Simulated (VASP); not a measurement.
Input of a VASP 6.6.1 run:

Contents of INCAR:

```
PREC = Accurate ; ENCUT = 520
EDIFF = 1E-6 ; ISMEAR = 0
SIGMA = 0.1 ; LREAL = F
LASPH = T ; NELM = 150
ALGO = Fast ; ISIF = 2
LWAVE = F ; LCHARG = F
ISPIN = 2 ; MAGMOM = 1 0 0 0
LORBIT = 11 ; LMAXMIX = 4
GGA = PE ; NBANDS = 22
```

The input KPOINTS:

```
Automatic mesh
0
Gamma
  4 4 4
```

The input POSCAR:

```
ScAl3
1.0
    0.0000000000      3.3000981641      3.3000981641
    3.3000981641      0.0000000000      3.3000981641
    3.3000981641      3.3000981641      0.0000000000
Sc Al
1 3
Direct
    0.0000000000      0.0000000000      0.0000000000
    0.5000000000      0.5000000000      0.5000000000
    0.2500000000      0.2500000000      0.2500000000
    0.7500000000      0.7500000000      0.7500000000
```

Potentials or basis: VASP PAW PBE potentials, release 64 (Sc_sv, Al).

The run is started by

```console
$ cat potpaw_PBE.64/Sc_sv/POTCAR potpaw_PBE.64/Al/POTCAR > POTCAR
$ mpirun -np 1 vasp_std > vasp.out
```

(1) What does it give for the pressure?

(2) What does it give for the band gap on the k mesh?

(3) Estimate the net moment.

## Answers

(1) 0.7 GPa.

(2) zero (filled and empty bands overlap).

(3) 0.00 μB per cell.

Caveat: the k points lie up to 0.41 Å⁻¹ apart.
